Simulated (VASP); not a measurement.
**Pd: single point with PBE**

Pd:

```xyz
1
Lattice="0.0000 1.9068 1.9068 1.9068 0.0000 1.9068 1.9068 1.9068 0.0000" Properties=species:S:1:pos:R:3 pbc="T T T"
Pd    0.0000    0.0000    0.0000
```

```yaml
Program: VASP 6.6.1
Task: single point
Functional: PBE
Potentials_or_basis: VASP PAW PBE potentials, release 64 (Pd)
Cutoff: 520 eV
k_mesh: 10 × 10 × 10
Occupations: gaussian, width 0.1 eV
Spin: no spin polarisation
```

```yaml
Pressure: 21.5 GPa
Band_gap_on_the_k_mesh: zero (band 5 reaches 11.21 eV, above the bottom of band 6 at 9.46 eV)
```

Levels at points of the mesh, in eV from the Fermi level:
| k point | band 3 | band 4 | band 5 | band 6 | band 7 | band 8 |
| --- | --- | --- | --- | --- | --- | --- |
| (0.00, 0.00, 0.00) | -3.15 | -3.15 | -1.37 | -1.37 | 17.18 | 22.31 |
| (0.50, 0.00, 0.00) | -3.21 | -0.03 | -0.03 | 0.86 | 7.82 | 16.55 |
| (0.50, 0.50, 0.00) | -0.07 | 0.32 | 0.32 | 3.33 | 11.42 | 13.53 |

It took 11 s on 1 thread of Intel Xeon 6975P-C (shared host), peak memory 0.12 GiB.
